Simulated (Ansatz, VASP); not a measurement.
# Ga4Sb3As: VASP beside Ansatz

```xyz
8
Lattice="6.0192 0.0000 0.0000 0.0000 6.0192 0.0000 0.0000 0.0000 6.0192" Properties=species:S:1:pos:R:3 pbc="T T T"
As    0.0000    0.0000    0.0000
Ga    4.5672    4.5672    4.5672
Ga    1.4519    1.4519    4.5672
Ga    1.4519    4.5672    1.4519
Ga    4.5672    1.4519    1.4519
Sb    3.0096    3.0096    0.0000
Sb    3.0096    0.0000    3.0096
Sb    0.0000    3.0096    3.0096
```

Alike in both runs: task single point; functional PBE; k mesh 4 × 4 × 4; occupations fermi-dirac, width 0.02 eV; no spin polarisation.

```csv
,VASP,Ansatz
version,VASP 6.6.1,Ansatz 0.2.0
potentials or method,"VASP PAW PBE potentials, release 64 (As, Ga_d, Sb)","plane waves, PAW"
plane-wave cutoff (eV),520,420
valence electrons in the cell,72,112
```

Ansatz gave:

```
pressure (GPa)                     : 2.2
rms of the force components (eV/Å) : 0.013
```

**Question.** What did VASP give for the same quantities?

**Answer.** Pressure (GPa): 2.3; rms of the force components (eV/Å): 0.012.

VASP's potentials hold 72 valence electrons a cell and Ansatz's 112, so a difference there can come from the potentials and not from the codes.

Neither program's run includes spin-orbit coupling.
